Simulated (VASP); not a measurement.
# HfO2 (fluorite type) (Fm-3m) in VASP: further runs, part 2 of 2

VASP 6.6.1. The steps go on from the part before.

### 4 Relaxation of cell and atoms, PBE

This run uses another cell than the first one, of 10.00 Å³/atom, 0.906 times its volume.

The input, INCAR:

```
SYSTEM = HfO2
PREC = Accurate
ENCUT = 600
EDIFF = 1E-6
ISMEAR = -1
SIGMA = 0.1
LREAL = .False.
LASPH = .True.
NELM = 100
ALGO = Normal
ISIF = 3
LWAVE = .False.
LCHARG = .False.
GGA = PE
IBRION = 2
NSW = 60
EDIFFG = -0.005
```

The input, KPOINTS:

```
regular mesh
0
Gamma
  11 11 11
  0 0 0
```

The input, POSCAR:

```
HfO2
1.0
    0.0000000000      2.4662120743      2.4662120743
    2.4662120743      0.0000000000      2.4662120743
    2.4662120743      2.4662120743      0.0000000000
Hf O
1 2
Direct
    0.0000000000      0.0000000000      0.0000000000
    0.2500000000      0.2500000000      0.2500000000
    0.7500000000      0.7500000000      0.7500000000
```

Potentials or basis: VASP PAW PBE potentials, release 64 (Hf_pv, O).

Run with:

```
$ cat potpaw_PBE.64/Hf_pv/POTCAR potpaw_PBE.64/O/POTCAR > POTCAR
$ mpirun -np 1 vasp_std > vasp.out
```

OUTCAR:

```text
SYSTEM = HfO2
   PREC = Accurate
   ENCUT = 600
   EDIFF = 1E-6
   ISMEAR = -1
   LREAL = .False.
   LASPH = .True.
   NELM = 100
   ISIF = 3
   GGA = PE
   IBRION = 2
   NSW = 60
   EDIFFG = -0.005

 ion  position               nearest neighbor table
   1  0.000  0.000  0.000-   2 2.14   3 2.14   3 2.14   3 2.14   3 2.14   2 2.14   2 2.14   2 2.14

   2  0.250  0.250  0.250-   1 2.14   1 2.14   1 2.14   1 2.14
   3  0.750  0.750  0.750-   1 2.14   1 2.14   1 2.14   1 2.14

  LATTYP: Found a face centered cubic cell.
 ALAT       =     4.9324241486

  Lattice vectors:

 A1 = (   0.0000000000,   2.4662120743,   2.4662120743)
 A2 = (   2.4662120743,   0.0000000000,   2.4662120743)
 A3 = (   2.4662120743,   2.4662120743,   0.0000000000)

Analysis of symmetry for initial positions (statically):
=====================================================================
 Subroutine PRICEL returns:
 Original cell was already a primitive cell.

 Routine SETGRP: Setting up the symmetry group for a
 face centered cubic supercell.

 Subroutine GETGRP returns: Found 48 space group operations
 (whereof 48 operations were pure point group operations)
 out of a pool of 48 trial point group operations.

The static configuration has the point symmetry O_h .

Analysis of symmetry for dynamics (positions and initial velocities):
=====================================================================
 Subroutine PRICEL returns:
 Original cell was already a primitive cell.

 Routine SETGRP: Setting up the symmetry group for a
 face centered cubic supercell.

 Subroutine GETGRP returns: Found 48 space group operations
 (whereof 48 operations were pure point group operations)
 out of a pool of 48 trial point group operations.

The dynamic configuration has the point symmetry O_h .

 Subroutine INISYM returns: Found 48 space group operations
 (whereof 48 operations are pure point group operations),
 and found     1 'primitive' translations

----------------------------------------------------------------------------------------

                                     Primitive cell
[... 148 lines left out ...]
  -------------------------------------------------------------------------------------
  Total        4.6914744      4.6914744      4.6914744      0.0000000      0.0000000      0.0000000
  in kB      250.5524655    250.5524655    250.5524655      0.0000000      0.0000000      0.0000000
  external PRESSURE =     250.5524655 kB  Pullay stress =       0.0000000 kB
[... 92 lines left out ...]
  FREE ENERGIE OF THE ION-ELECTRON SYSTEM (eV)
  ---------------------------------------------------
  free  energy   TOTEN  =       -30.2466727074 eV

  energy  without entropy=      -30.2466727066  energy(sigma->0) =      -30.24667271

[... ionic steps 4 to 14 ...]

--------------------------------------- Ionic step       15  -------------------------------------------

 number of electron      21.9999991 magnetization

------------------------ aborting loop because EDIFF is reached ----------------------------------------
[... 69 lines left out ...]
--------------------------------------- Ionic step       17  -------------------------------------------

 number of electron      21.9999991 magnetization

 Free energy of the ion-electron system (eV)
  ---------------------------------------------------
  ext. energy  EPLUGINS =         0.00000000
  ---------------------------------------------------
  free energy    TOTEN  =       -30.24692356 eV

  energy without entropy =      -30.24692356  energy(sigma->0) =      -30.24692356

 E-fermi :   6.1872     XC(G=0): -11.8328

 val. band max:        4.2358086405   @ k =  -0.4545   0.4545   0.0000
 cond. band min:       8.1087389585   @ k =   0.4545   0.4545   0.0000
 fundamental gap:      3.8729303180
 Fermi energy:         6.1871738057

 k-point     1 :       0.0000    0.0000    0.0000
  band No.  band energies     occupation
      1     -25.4217      2.00000
      2     -25.4217      2.00000
      3     -25.4217      2.00000
      4     -14.4562      2.00000
      5     -11.4291      2.00000
      6      -1.0664      2.00000
      7      -1.0664      2.00000
      8      -1.0664      2.00000
      9       3.6630      2.00000
     10       3.6630      2.00000
     11       3.6630      2.00000
     12       8.1485      0.00000
     13       8.1485      0.00000
     14      10.0986      0.00000
[... 401 lines left out ...]
      2     -25.5128      2.00000
      3     -25.4479      2.00000
      4     -13.5000      2.00000
      5     -12.0969      2.00000
      6      -0.6765      2.00000
      7      -0.1475      2.00000
      8       0.9779      2.00000
      9       1.5036      2.00000
     10       2.0783      2.00000
     11       3.6870      2.00000
     12       8.6398      0.00000
     13       9.2734      0.00000
     14      11.5021      0.00000
     15      12.7769      0.00000

 [... further k-points ...]

------------------------ aborting loop because EDIFF is reached ----------------------------------------

  FORCE on cell =-STRESS in cart. coord.  units (eV):
  Direction    XX          YY          ZZ          XY          YZ          ZX
  --------------------------------------------------------------------------------------
  -------------------------------------------------------------------------------------
  Total       -0.0046009     -0.0046009     -0.0046009     -0.0000000      0.0000000      0.0000000
  in kB       -0.2260151     -0.2260151     -0.2260151     -0.0000000      0.0000000      0.0000000
  external PRESSURE =      -0.2260151 kB  Pullay stress =       0.0000000 kB
[... 18 lines left out ...]
  FREE ENERGIE OF THE ION-ELECTRON SYSTEM (eV)
  ---------------------------------------------------
  free  energy   TOTEN  =       -30.2469235575 eV

  energy  without entropy=      -30.2469235568  energy(sigma->0) =      -30.24692356

 reached required accuracy - stopping structural energy minimisation
```

OSZICAR:

```text
N       E                     dE             d eps       ncg     rms          rms(c)
DAV:   1     0.110714142671E+03    0.11071E+03   -0.14176E+04  1680   0.164E+03
DAV:   2    -0.318735067469E+02   -0.14259E+03   -0.13944E+03  2136   0.345E+02
DAV:   3    -0.356904859371E+02   -0.38170E+01   -0.38129E+01  2107   0.558E+01
DAV:   4    -0.357099032071E+02   -0.19417E-01   -0.19415E-01  2093   0.429E+00
[... 96 lines left out ...]
DAV:   1    -0.302469643248E+02   -0.46862E-04   -0.10066E-03  1869   0.308E-01    0.106E-01
DAV:   2    -0.302469298948E+02    0.34430E-04   -0.16086E-04  1778   0.959E-02    0.311E-02
DAV:   3    -0.302469249373E+02    0.49575E-05   -0.74075E-06  2062   0.244E-02    0.219E-02
DAV:   4    -0.302469235221E+02    0.14152E-05   -0.42116E-06  2170   0.175E-02    0.145E-02
DAV:   5    -0.302469235575E+02   -0.35420E-07   -0.84094E-08   868   0.264E-03
  17 F= -.30246924E+02 E0= -.30246924E+02  d E =-.315068E-04
```

CONTCAR:

```text
HfO2
   1.00000000000000
    -0.0000000000000000    2.5358764622928063    2.5358764622928063
     2.5358764622928063   -0.0000000000000000    2.5358764622928063
     2.5358764622928063    2.5358764622928063   -0.0000000000000000
  Hf              O
     1     2
Direct
     0.0000000000000000    0.0000000000000000    0.0000000000000000
     0.2500000000000000    0.2500000000000000    0.2500000000000000
     0.7500000000000000    0.7500000000000000    0.7500000000000000

  0.00000000E+00  0.00000000E+00  0.00000000E+00
  0.00000000E+00  0.00000000E+00  0.00000000E+00
  0.00000000E+00  0.00000000E+00  0.00000000E+00
```

Run time: 3.1 min. Hardware: 1 thread of Intel Xeon Platinum 8259CL at 2.50GHz (Skylake/Cascade Lake), shared host; peak memory 0.19 GiB.

Results:

```
Free energy                            : -30.2469 eV
Relaxed volume                         : 10.87 Å³/atom
Relaxed cell                           : a = 3.586 Å, b = 3.586 Å, c = 3.586 Å, α = 60.00°, β = 60.00°, γ = 60.00°
Space group after relaxing (to 0.05 Å) : Fm-3m (No. 225)
Energy gained by relaxing              : 63.2 meV/atom
Ionic steps                            : 17
Pressure after relaxing                : 0.0 GPa
Band gap on the k mesh                 : 3.87 eV, indirect (least direct gap 3.95 eV)
```

Step by step:
| step | energy change (eV) | largest force (eV/Å) | pressure (GPa) | volume (Å³) |
| --- | --- | --- | --- | --- |
| 1 | 0.0000 | 0.0000 | 25.06 | 30.00 |
| 2 | 0.2298 | 0.0000 | -25.41 | 37.32 |
| 3 | -0.1894 | 0.0000 | -0.76 | 32.71 |
| 4 | -0.1896 | 0.0000 | -0.11 | 32.62 |
| 5 | -0.1896 | 0.0000 | 0.31 | 32.57 |
| 6 | -0.1896 | 0.0000 | 0.32 | 32.57 |
| 7 | -0.1896 | 0.0000 | 0.30 | 32.58 |
| 8 | -0.1896 | 0.0000 | 0.28 | 32.58 |
| 9 | -0.1896 | 0.0000 | 0.28 | 32.58 |
| 10 | -0.1896 | 0.0000 | 0.28 | 32.58 |
| 11 | -0.1896 | 0.0000 | 0.28 | 32.58 |
| 12 | -0.1896 | 0.0000 | 0.28 | 32.58 |
| 13 | -0.1896 | 0.0000 | 0.28 | 32.58 |
| 14 | -0.1896 | 0.0000 | 0.27 | 32.58 |
| 15 | -0.1896 | 0.0000 | 0.24 | 32.59 |
| 16 | -0.1896 | 0.0000 | 0.13 | 32.60 |
| 17 | -0.1896 | 0.0000 | -0.02 | 32.61 |

Final structure:
```
CELL_PARAMETERS angstrom
0.00000 2.53588 2.53588
2.53588 0.00000 2.53588
2.53588 2.53588 0.00000
ATOMIC_POSITIONS crystal
Hf 0.00000 0.00000 0.00000
O 0.25000 0.25000 0.25000
O 0.75000 0.75000 0.75000
```

Levels at points of the mesh, in eV from the valence-band top:
```tsv
k point	band 7	band 8	band 9	band 10	band 11	band 12	band 13	band 14	band 15
(0.00, 0.00, 0.00)	-5.30	-5.30	-0.57	-0.57	-0.57	3.91	3.91	5.86	10.44
```

Caveat: spin-orbit coupling is left out, which moves the levels of the heavy elements.

### 5 Relaxation of cell and atoms, PBE, target pressure 0.017 GPa, at which the enthalpy is minimised

The input, INCAR:

```
PREC     = Accurate       # precision mode
ENCUT    = 600            # plane-wave cutoff, eV
EDIFF    = 1E-6           # SCF threshold, eV
ISMEAR   = -1             # smearing method
SIGMA    = 0.1            # smearing width, eV
LREAL    = F              # projectors in reciprocal space
LASPH    = T              # aspherical terms in the spheres
NELM     = 80             # most SCF steps
ALGO     = Normal         # electronic algorithm
ISIF     = 3              # what is computed and relaxed
LWAVE    = F              # write WAVECAR
LCHARG   = F              # write CHGCAR
GGA      = PE             # functional
IBRION   = 2              # ionic algorithm
NSW      = 60             # ionic steps
EDIFFG   = -0.005         # ionic threshold
PSTRESS  = 0.17
```

The input, KPOINTS:

```
regular mesh
0
Gamma
  11 11 11
```

The input, POSCAR:

```
HfO2
1.0
    0.0000000000      2.5487320004      2.5487320004
    2.5487320004      0.0000000000      2.5487320004
    2.5487320004      2.5487320004      0.0000000000
Hf O
1 2
Direct
    0.0000000000      0.0000000000      0.0000000000
    0.2500000000      0.2500000000      0.2500000000
    0.7500000000      0.7500000000      0.7500000000
```

Run with:

```
$ cat potpaw_PBE.64/Hf_pv/POTCAR potpaw_PBE.64/O/POTCAR > POTCAR
$ mpirun -np 1 vasp_std > vasp.out
```

Run time: 97 s. Hardware: 1 thread of Intel Xeon Platinum 8259CL at 2.50GHz (Skylake/Cascade Lake), shared host; peak memory 0.2 GiB.

The run converged. Its results:

```yaml
Free_energy: -30.2551 eV
Relaxed_volume: 10.87 Å³/atom
Relaxed_cell: a = 3.586 Å, b = 3.586 Å, c = 3.586 Å, α = 60.00°, β = 60.00°, γ = 60.00°
Space_group_after_relaxing_to_0.05_Å: Fm-3m (No. 225)
Energy_change_on_relaxing_the_enthalpy_is_what_falls: -2.1 meV/atom
Ionic_steps: 3
Pressure_after_relaxing: 0.0 GPa
Band_gap_on_the_k_mesh: 3.88 eV, indirect (least direct gap 3.96 eV)
```

Step by step:
```tsv
step	energy change (eV)	largest force (eV/Å)	pressure (GPa)	volume (Å³)
1	0.0000	0.0000	-3.85	33.11
2	0.0074	0.0000	6.02	31.85
3	-0.0064	0.0000	0.01	32.60
```

Final structure:
```xyz
3
Lattice="0.0000 2.5354 2.5354 2.5354 0.0000 2.5354 2.5354 2.5354 0.0000" Properties=species:S:1:pos:R:3 pbc="T T T"
Hf    0.0000    0.0000    0.0000
O     1.2677    1.2677    1.2677
O     3.8031    3.8031    3.8031
```

Levels at points of the mesh, in eV from the valence-band top:
| k point | band 7 | band 8 | band 9 | band 10 | band 11 | band 12 | band 13 | band 14 | band 15 |
| --- | --- | --- | --- | --- | --- | --- | --- | --- | --- |
| (0.00, 0.00, 0.00) | -5.31 | -5.31 | -0.57 | -0.57 | -0.57 | 3.92 | 3.92 | 5.87 | 10.45 |

Caveat: the cell is relaxed towards a set pressure, so the enthalpy falls and the energy may rise; spin-orbit coupling is left out, which moves the levels of the heavy elements. Expect the measured gap to be larger: semilocal functionals such as PBE lack the derivative discontinuity.

### 6 Overview

```csv
task,cell,cutoff (eV),gap on the mesh (eV),pressure (GPa)
single point,"a = 3.604 Å, angles 60.0°, 3 atoms",520,3.83,-3.6
relaxation of cell and atoms,"relaxed from a = 3.488 Å, angles 60.0°, 3 atoms",600,3.87,0.0
relaxation of cell and atoms,"relaxed to 0.017 GPa from a = 3.604 Å, angles 60.0°, 3 atoms",600,3.88,0.0
```

Alike in all rows: level PBE; potentials or basis VASP PAW PBE potentials, release 64 (Hf_pv, O); no spin polarisation; k mesh 11 × 11 × 11; smearing fermi-dirac 0.1 eV.

Caveats: spin-orbit coupling is left out, which moves the levels of the heavy elements; the cell is relaxed towards a set pressure, so the enthalpy falls and the energy may rise (some runs).

Total energies depend on the potentials used, so only differences within one code and one set of settings carry meaning.
